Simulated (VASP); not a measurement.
# Sc2GaSbAs2 (P6/mmm) in VASP: a series of runs

Sc2GaSbAs2 is run at these levels: PBE; tasks: single point.

Program: VASP 6.6.1. These are calculated values, not measurements. Logs are shortened: lines on timing, memory, paths and dates and some standing lists are left out, and cuts for length are marked.

## Step 1: The cell of the first run

It takes space group P6/mmm (No. 191, hexagonal). The conventional cell has a = 4.350 Å, b = 4.350 Å, c = 8.740 Å, α = 90.00°, β = 90.00°, γ = 120.00°. Sc (site symmetry 6mm) has 1 Sb at 2.04 Å and 1 Ga at 2.33 Å within 2.7 Å. Within 3.1 Å of Ga (site symmetry 6/mmm) lie 2 Sc at 2.33 Å. Sb (site symmetry 6/mmm) has 2 Sc at 2.04 Å and 6 As at 2.51 Å within 2.7 Å. Within 3.3 Å of As (site symmetry -6m2) lie 3 Sb at 2.51 Å and 3 As at 2.51 Å and 6 Sc at 3.24 Å.

## Step 2: Single point, PBE

Contents of INCAR:

```
PREC     = Accurate       # precision mode
ENCUT    = 520            # plane-wave cutoff, eV
EDIFF    = 1E-6           # SCF threshold, eV
ISMEAR   = 0              # smearing method
SIGMA    = 0.1            # smearing width, eV
LREAL    = False          # projectors in reciprocal space
LASPH    = True           # aspherical terms in the spheres
NELM     = 80             # most SCF steps
ALGO     = Normal         # electronic algorithm
ISIF     = 2              # what is computed and relaxed
LWAVE    = False          # write WAVECAR
LCHARG   = False          # write CHGCAR
GGA      = PE             # functional
NBANDS   = 34             # bands
```

Contents of KPOINTS:

```
regular mesh
0
Gamma
  6 6 2
```

Contents of POSCAR:

```
Sc2GaSbAs2
1.0
    4.3499687000      0.0000000000      0.0000000000
   -2.1749843500      3.7671834000      0.0000000000
    0.0000000000      0.0000000000      8.7403852500
Sc Ga Sb As
2 1 1 2
Direct
    0.0000000000      0.0000000000      0.2661293600
    0.0000000000      0.0000000000      0.7338706400
    0.0000000000      0.0000000000      0.0000000000
    0.0000000000      0.0000000000      0.5000000000
    0.3333333300      0.6666666700      0.5000000000
    0.6666666700      0.3333333300      0.5000000000
```

Potentials or basis: VASP PAW PBE potentials, release 64 (Sc_sv, Ga_d, Sb, As).

On the command line:

```
$ cat potpaw_PBE.64/Sc_sv/POTCAR potpaw_PBE.64/Ga_d/POTCAR potpaw_PBE.64/Sb/POTCAR potpaw_PBE.64/As/POTCAR > POTCAR
$ mpirun -np 1 vasp_std > vasp.out
```

OUTCAR:

```text
PREC = Accurate
   ENCUT = 520
   EDIFF = 1E-6
   ISMEAR = 0
   LREAL = False
   LASPH = True
   NELM = 80
   ISIF = 2
   GGA = PE

 ion  position               nearest neighbor table
   1  0.000  0.000  0.266-   4 2.04   3 2.33
   2  0.000  0.000  0.734-   4 2.04   3 2.33
   3  0.000  0.000  0.000-   1 2.33   2 2.33
   4  0.000  0.000  0.500-   1 2.04   2 2.04   5 2.51   6 2.51   6 2.51   5 2.51   6 2.51   5 2.51

   5  0.333  0.667  0.500-   4 2.51   6 2.51   6 2.51   4 2.51   4 2.51   6 2.51
   6  0.667  0.333  0.500-   5 2.51   4 2.51   5 2.51   4 2.51   4 2.51   5 2.51

  LATTYP: Found a hexagonal cell.
 ALAT       =     4.3499687000
 C/A-ratio  =     2.0092984232

  Lattice vectors:

 A1 = (   4.3499687000,   0.0000000000,   0.0000000000)
 A2 = (  -2.1749843500,   3.7671834000,   0.0000000000)
 A3 = (   0.0000000000,   0.0000000000,   8.7403852500)

Analysis of symmetry for initial positions (statically):
=====================================================================
 Subroutine PRICEL returns:
 Original cell was already a primitive cell.

 Routine SETGRP: Setting up the symmetry group for a
 hexagonal supercell.

 Subroutine GETGRP returns: Found 24 space group operations
 (whereof 24 operations were pure point group operations)
 out of a pool of 24 trial point group operations.

The static configuration has the point symmetry D_6h.

Analysis of symmetry for dynamics (positions and initial velocities):
=====================================================================
 Subroutine PRICEL returns:
 Original cell was already a primitive cell.

 Routine SETGRP: Setting up the symmetry group for a
 hexagonal supercell.

 Subroutine GETGRP returns: Found 24 space group operations
 (whereof 24 operations were pure point group operations)
 out of a pool of 24 trial point group operations.

The dynamic configuration has the point symmetry D_6h.

 Subroutine INISYM returns: Found 24 space group operations
 (whereof 24 operations are pure point group operations),
 and found     1 'primitive' translations

----------------------------------------------------------------------------------------

                                     Primitive cell

  volume of cell :     143.2298

  direct lattice vectors                    reciprocal lattice vectors
     4.349968700  0.000000000  0.000000000     0.229886712  0.132725155  0.000000000
    -2.174984350  3.767183400  0.000000000     0.000000000  0.265450310  0.000000000
     0.000000000  0.000000000  8.740385250     0.000000000  0.000000000  0.114411433

  length of vectors
     4.349968700  4.349968700  8.740385250     0.265450310  0.265450310  0.114411433

  position of ions in fractional coordinates (direct lattice)
     0.000000000  0.000000000  0.266129360
     0.000000000  0.000000000  0.733870640
     0.000000000  0.000000000  0.000000000
     0.000000000  0.000000000  0.500000000
     0.333333330  0.666666670  0.500000000
     0.666666670  0.333333330  0.500000000

  ion indices of the primitive-cell ions
   primitive index   ion index
                 1           1
                 2           2
                 3           3
                 4           4
                 5           5
                 6           6

----------------------------------------------------------------------------------------

 KPOINTS: regular mesh

Automatic generation of k-mesh.
 Grid dimensions read from file:
 generate k-points for:    6    6    2

 Generating k-lattice:

  Cartesian coordinates                     Fractional coordinates (reciprocal lattice)
     0.038314452  0.022120859  0.000000000     0.166666667  0.000000000  0.000000000
     0.000000000  0.044241718  0.000000000     0.000000000  0.166666667  0.000000000
     0.000000000  0.000000000  0.057205716     0.000000000  0.000000000  0.500000000

  Length of vectors
     0.044241718  0.044241718  0.057205716

  Shift w.r.t. Gamma in fractional coordinates (k-lattice)
     0.000000000  0.000000000  0.000000000

 Subroutine IBZKPT returns following result:
 ===========================================

 Found     14 irreducible k-points:

 Following reciprocal coordinates:
            Coordinates               Weight
  0.000000  0.000000  0.000000      1.000000
  0.166667  0.000000  0.000000      6.000000
  0.333333  0.000000  0.000000      6.000000
  0.500000  0.000000  0.000000      3.000000
  0.166667  0.166667  0.000000      6.000000
  0.333333  0.166667  0.000000     12.000000
  0.333333  0.333333  0.000000      2.000000
  0.000000  0.000000  0.500000      1.000000
  0.166667  0.000000  0.500000      6.000000
  0.333333  0.000000  0.500000      6.000000
  0.500000  0.000000  0.500000      3.000000
  0.166667  0.166667  0.500000      6.000000
  0.333333  0.166667  0.500000     12.000000
  0.333333  0.333333  0.500000      2.000000
   k-points           NKPTS =     14   k-points in BZ     NKDIM =     14   number of bands    NBANDS=     34
   number of dos      NEDOS =    301   number of ions     NIONS =      6
   total plane-waves  NPLWV =  71680
   dimension x,y,z NGX =    32 NGY =   32 NGZ =   70
   dimension x,y,z NGXF=    64 NGYF=   64 NGZF=  140
   ions per type =               2   1   1   2
   NGX,Y,Z   is equivalent  to a cutoff of  12.23, 12.23, 13.31 a.u.
   NGXF,Y,Z  is equivalent  to a cutoff of  24.46, 24.46, 26.63 a.u.
 SYSTEM =  unknown system
   PREC   = accura    normal or accurate (medium, high low for compatibility)
   ISTART =      0    job   : 0-new  1-cont  2-samecut
   ICHARG =      2    charge: 1-file 2-atom 10-const
   ISPIN  =      1    spin polarized calculation?
   LNONCOLLINEAR =      F non collinear calculations
   LSORBIT =      F    spin-orbit coupling
   LASPH  =      T    aspherical Exc in radial PAW
   ENCUT  =  520.0 eV  38.22 Ry    6.18 a.u.   8.09  8.09 16.25*2*pi/ulx,y,z
   NELM   =     80;   NELMIN=  2; NELMDL= -5     # of ELM steps
   EDIFF  = 0.1E-05   stopping-criterion for ELM
   LREAL  =      F    real-space projection
   EDIFFG = 0.1E-04   stopping-criterion for IOM
   NSW    =      0    number of steps for IOM
   IBRION =     -1    ionic relax: 0-MD 1-quasi-New 2-CG
   NFREE  =      0    steps in history (QN), initial steepest desc. (CG)
   ISIF   =      2    stress and relaxation
   ISYM   =      2    0-nonsym 1-usesym 2-fastsym
   POTIM  = 0.5000    time-step for ionic-motion
   TEBEG  =    0.0;   TEEND  =   0.0 temperature during run
   PSTRESS=    0.0 pullay stress
   NELECT =      50.0000    total number of electrons
   NUPDOWN=      -1.0000    fix difference up-down
   EMIN   =  10.00;   EMAX   =-10.00  energy-range for DOS
   EFERMI =   0.00;   METHOD = LEGACY
   ISMEAR =     0;   SIGMA  =   0.10  broadening in eV -4-tet -1-fermi 0-gaus
   EFERMI_NEDOS =   21; number of points for ismear=-14 and -15
   IALGO  =     38    algorithm
   IMIX   =      4    mixing-type and parameters
     AMIX     =   0.40;   BMIX     =  1.00
     AMIX_MAG =   1.60;   BMIX_MAG =  1.00
  volume/ion in A,a.u.               =      23.87       161.09
  Fermi-wavevector in a.u.,A,eV,Ry     =   1.152711  2.178307 18.078633  1.328742
  Thomas-Fermi vector in A             =   2.289360
   LORBIT       =      0    0 simple, 1 ext, 2 COOP (PROOUT), +10 PAW based schemes
   GGA     = PE    functional components
   LHFCALC =     F    Hartree Fock is set to
   AEXX    =    0.0000 exact exchange contribution
   IVDW    =     0    specifies the selected vdW correction
   LEPSILON=     F    determine dielectric tensor
   LRPA    =     F    only Hartree local field effects (RPA)
 non-spin polarized calculation
 Gauss-broadening in eV      SIGMA  =   0.10
  energy-cutoff  :      520.00
  volume of cell :      143.23
 maximum number of plane-waves:      3888
   NGX = 17   NGY = 17   NGZ = 33

 number of electron      50.0000004 magnetization

 Free energy of the ion-electron system (eV)
  ---------------------------------------------------
  ext. energy  EPLUGINS =         0.00000000
  ---------------------------------------------------
  free energy    TOTEN  =       -11.54750028 eV

  energy without entropy =      -11.52029169  energy(sigma->0) =      -11.53389598

 E-fermi :   5.3164     XC(G=0):  -9.3905

 val. band max:        5.2829098432   @ k =   0.1667   0.1667   0.5000
 cond. band min:       5.3369929640   @ k =   0.1667   0.1667   0.0000
 fundamental gap:      0.0540831208
 Fermi energy:         5.3163973347

 k-point     1 :       0.0000    0.0000    0.0000
  band No.  band energies     occupation
      1     -44.4335      2.00000
      2     -44.3901      2.00000
      3     -23.6435      2.00000
      4     -23.5562      2.00000
      5     -23.1057      2.00000
      6     -23.1057      2.00000
[... 26 lines left out ...]
     33       6.8359      0.00000
     34       6.8359      0.00000

 k-point     2 :       0.1667    0.0000    0.0000
  band No.  band energies     occupation
      1     -44.4333      2.00000
      2     -44.3899      2.00000
      3     -23.6429      2.00000
      4     -23.5533      2.00000
      5     -23.1100      2.00000
      6     -23.1067      2.00000
[... 26 lines left out ...]
     33       6.9722      0.00000
     34       7.2614      0.00000

 k-point     3 :       0.3333    0.0000    0.0000
  band No.  band energies     occupation
      1     -44.4330      2.00000
      2     -44.3894      2.00000
      3     -23.6416      2.00000
      4     -23.5474      2.00000
      5     -23.1188      2.00000
      6     -23.1088      2.00000
[... 26 lines left out ...]
     33       7.2927      0.00000
     34       7.7784      0.00000

 k-point     4 :       0.5000    0.0000    0.0000
  band No.  band energies     occupation
      1     -44.4328      2.00000
      2     -44.3892      2.00000
      3     -23.6409      2.00000
      4     -23.5444      2.00000
      5     -23.1232      2.00000
      6     -23.1099      2.00000
[... 26 lines left out ...]
     33       7.2895      0.00000
     34       7.6081      0.00000

 k-point     5 :       0.1667    0.1667    0.0000
  band No.  band energies     occupation
      1     -44.4331      2.00000
      2     -44.3895      2.00000
      3     -23.6419      2.00000
      4     -23.5488      2.00000
      5     -23.1158      2.00000
      6     -23.1091      2.00000
[... 251 lines left out ...]
 k-point    12 :       0.1667    0.1667    0.5000
  band No.  band energies     occupation
      1     -44.4335      2.00000
      2     -44.3891      2.00000
      3     -23.6629      2.00000
      4     -23.5276      2.00000
      5     -23.1163      2.00000
      6     -23.1097      2.00000
[... 26 lines left out ...]
     33       7.3152      0.00000
     34       7.6903      0.00000

 k-point    13 :       0.3333    0.1667    0.5000
  band No.  band energies     occupation
      1     -44.4333      2.00000
      2     -44.3888      2.00000
      3     -23.6619      2.00000
      4     -23.5231      2.00000
      5     -23.1214      2.00000
      6     -23.1127      2.00000
[... 26 lines left out ...]
     33       7.4638      0.00000
     34       7.9200      0.00000

 k-point    14 :       0.3333    0.3333    0.5000
  band No.  band energies     occupation
      1     -44.4332      2.00000
      2     -44.3886      2.00000
      3     -23.6615      2.00000
      4     -23.5217      2.00000
      5     -23.1184      2.00000
      6     -23.1184      2.00000
[... 26 lines left out ...]
     33       7.1974      0.00000
     34       7.5595      0.00000

------------------------ aborting loop because EDIFF is reached ----------------------------------------

  FORCE on cell =-STRESS in cart. coord.  units (eV):
  Direction    XX          YY          ZZ          XY          YZ          ZX
  --------------------------------------------------------------------------------------
  -------------------------------------------------------------------------------------
  Total       27.2939388     27.2939388     82.2757756      0.0000000      0.0000000     -0.0000000
  in kB      305.3116134    305.3116135    920.3416924      0.0000000      0.0000000     -0.0000000
  external PRESSURE =     510.3216398 kB  Pullay stress =       0.0000000 kB

 VOLUME and BASIS-vectors are now :
 -----------------------------------------------------------------------------
  energy-cutoff  :      520.00
  volume of cell :      143.23
      direct lattice vectors                 reciprocal lattice vectors
     4.349968700  0.000000000  0.000000000     0.229886712  0.132725155  0.000000000
    -2.174984350  3.767183400  0.000000000     0.000000000  0.265450310  0.000000000
     0.000000000  0.000000000  8.740385250     0.000000000  0.000000000  0.114411433

 POSITION                                       TOTAL-FORCE (eV/Angst)
 -----------------------------------------------------------------------------------
      0.00000      0.00000      2.32607        -0.000000      0.000000    -14.526051
      0.00000      0.00000      6.41431        -0.000000     -0.000000     14.526051
      0.00000      0.00000      0.00000        -0.000000     -0.000000      0.000000
      0.00000      0.00000      4.37019        -0.000000     -0.000000      0.000000
     -0.00000      2.51146      4.37019        -0.000000     -0.000000      0.000000
      2.17498      1.25573      4.37019         0.000000      0.000000     -0.000000
 -----------------------------------------------------------------------------------
    total drift:                                0.000000     -0.000000      0.000000

  FREE ENERGIE OF THE ION-ELECTRON SYSTEM (eV)
  ---------------------------------------------------
  free  energy   TOTEN  =       -11.5475002768 eV

  energy  without entropy=      -11.5202916928  energy(sigma->0) =      -11.53389598
```

It took 75 s on 1 thread of Intel Xeon Platinum 8488C (Sapphire Rapids), shared host; peak memory 0.29 GiB.

What came out:

```yaml
Free_energy: -11.5475 eV
Pressure: 51.0 GPa
Largest_force: 14.526 eV/Å
Band_gap_on_the_k_mesh: zero (band 25 reaches 5.60 eV, above the bottom of band 26 at 4.63 eV)
```

Forces in eV/Å, atoms in the order of the input:
```
Sc    0.000   0.000 -14.526
Sc    0.000   0.000  14.526
Ga    0.000   0.000   0.000
Sb    0.000   0.000   0.000
As    0.000   0.000   0.000
As    0.000   0.000   0.000
```

Caveat: spin-orbit coupling is left out, which moves the levels of the heavy elements; forces of over 1 eV/Å act on the atoms, so gaps and moduli don't describe the material at rest.

## Step 3: Single point, PBE

This run uses another cell than the first one, of 39.31 Å³/atom, 1.647 times its volume.

Contents of INCAR:

```
  PREC = Accurate
  ENCUT = 520
  EDIFF = 1E-6
  ISMEAR = 0
  SIGMA = 0.1
  LREAL = False
  LASPH = True
  NELM = 100
  ALGO = Normal
  ISIF = 2
  LWAVE = False
  LCHARG = False
  GGA = PE
  NBANDS = 34
```

KPOINTS is that of step 2.

Contents of POSCAR:

```
Sc2GaSbAs2
1.0
    4.9815383927      0.0000000000      0.0000000000
   -2.4907691964      4.3141387980      0.0000000000
    0.0000000000      0.0000000000     10.9759554811
Sc Ga Sb As
2 1 1 2
Direct
    0.0000000000      0.0000000000      0.2531332002
    0.0000000000      0.0000000000      0.7468667998
    0.0000000000      0.0000000000      0.0000000000
    0.0000000000      0.0000000000      0.5000000000
    0.3333333333      0.6666666667      0.5000000000
    0.6666666667      0.3333333333      0.5000000000
```

Potentials or basis: VASP PAW PBE potentials, release 64 (Sc_sv, Ga_d, Sb, As).

On the command line:

```
$ cat potpaw_PBE.64/Sc_sv/POTCAR potpaw_PBE.64/Ga_d/POTCAR potpaw_PBE.64/Sb/POTCAR potpaw_PBE.64/As/POTCAR > POTCAR
$ mpirun -np 1 vasp_std > vasp.out
```

It took 3 min on 1 thread of Intel Xeon Platinum 8488C (Sapphire Rapids), shared host; peak memory 0.43 GiB.

It converged, with:

```
Free energy            : -23.5729 eV
Pressure               : 0.0 GPa
Largest force          : 0.021 eV/Å
Band gap on the k mesh : zero (band 25 reaches 1.84 eV, above the bottom of band 26 at 1.56 eV)
```

Forces on the atoms (eV/Å):
```
Sc   0.000  0.000  0.021
Sc   0.000  0.000 -0.021
Ga   0.000  0.000  0.000
Sb   0.000  0.000  0.000
As   0.000  0.000  0.000
As   0.000  0.000  0.000
```

Stress tensor (GPa, compression positive):
```
-0.14  0.00  0.00
 0.00 -0.14  0.00
 0.00  0.00  0.24
```

Levels at points of the mesh, in eV from the Fermi level:
```tsv
k point	band 22	band 23	band 24	band 25	band 26	band 27	band 28	band 29
(0.00, 0.00, 0.00)	-3.62	-1.14	-0.80	-0.73	0.53	0.53	0.66	0.66
(0.50, 0.00, 0.00)	-0.69	-0.23	-0.14	-0.04	0.25	0.36	0.54	0.65
(0.00, 0.00, 0.50)	-3.62	-1.63	-0.92	0.01	0.41	0.41	0.52	0.52
(0.50, 0.00, 0.50)	-0.85	-0.57	-0.43	-0.07	0.25	0.50	0.72	0.81
```

Caveat: spin-orbit coupling is left out, which moves the levels of the heavy elements.
